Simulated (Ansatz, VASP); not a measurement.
# Ti: VASP beside Ansatz

The input INCAR:

```
ALGO = Fast
EDIFF = 1E-6
EDIFFG = -0.005
ENCUT = 600
GGA = CA
IBRION = 2
ISIF = 3
ISMEAR = 0
LASPH = True
LCHARG = False
LREAL = False
LWAVE = False
NELM = 100
NSW = 100
PREC = Accurate
SIGMA = 0.1
```

Contents of KPOINTS:

```
k-points
0
Gamma
  18 18 10
```

File POSCAR:

```
Ti
1.0
    2.8679659890      0.0000000000      0.0000000000
   -1.4339829945      2.4837314036      0.0000000000
    0.0000000000      0.0000000000      4.5232344928
Ti
2
Direct
    0.3333333333      0.6666666667      0.2500000000
    0.6666666667      0.3333333333      0.7500000000
```

Input for Ansatz:

```yaml
crystal:
  lattice:
    - [2.8679659874, 0.0, 0.0]
    - [-1.4339829937, 2.4837314023, 0.0]
    - [0.0, 0.0, 4.523234497]
  atoms:
    - { symbol: Ti, position: [0.3333333333, 0.6666666667, 0.25] }
    - { symbol: Ti, position: [0.6666666667, 0.3333333333, 0.75] }
basis:
  ecutwfc: 420
kpoints:
  mp_grid: { grid: [18, 18, 10] }
hamiltonian:
  xc: lda
scf:
  occupations: { method: gaussian, width: 0.1 }
output:
  forces: true
  stress: true
  eigenvalues: true
relax:
  adjacent_minimum: "off"
  f_tol: 0.005
  max_steps: 80
  cell: { stress_tol: 0.05 }
```

Alike in both runs: task relaxation of cell and atoms; functional LDA; k mesh 18 × 18 × 10; occupations gaussian, width 0.1 eV; no spin polarisation.

```csv
,VASP,Ansatz
version,VASP 6.6.1,Ansatz 0.2.0
potentials or method,"VASP PAW LDA potentials, release 64 (Ti_sv), cutoff 600 eV","scalar-relativistic, plane waves, PAW"
valence electrons in the cell,24,24
```

Ansatz gave:

```
gap on the k mesh at the Fermi level, each at its own relaxed structure (eV) : none
relaxed volume (Å³/atom)                                                     : 16.11
relaxed cell length with the largest relative difference (Å)                 : 2.864
```

Problem. Which values does VASP return?

Solution. gap on the k mesh at the Fermi level, each at its own relaxed structure (eV): none; relaxed volume (Å³/atom): 16.07; relaxed cell length with the largest relative difference (Å): 2.862.

LDA's correlation is that of Perdew and Zunger in VASP and of Perdew and Wang (1992) in Ansatz. A gap of «none» marks a metal or a gap that the smearing closes.
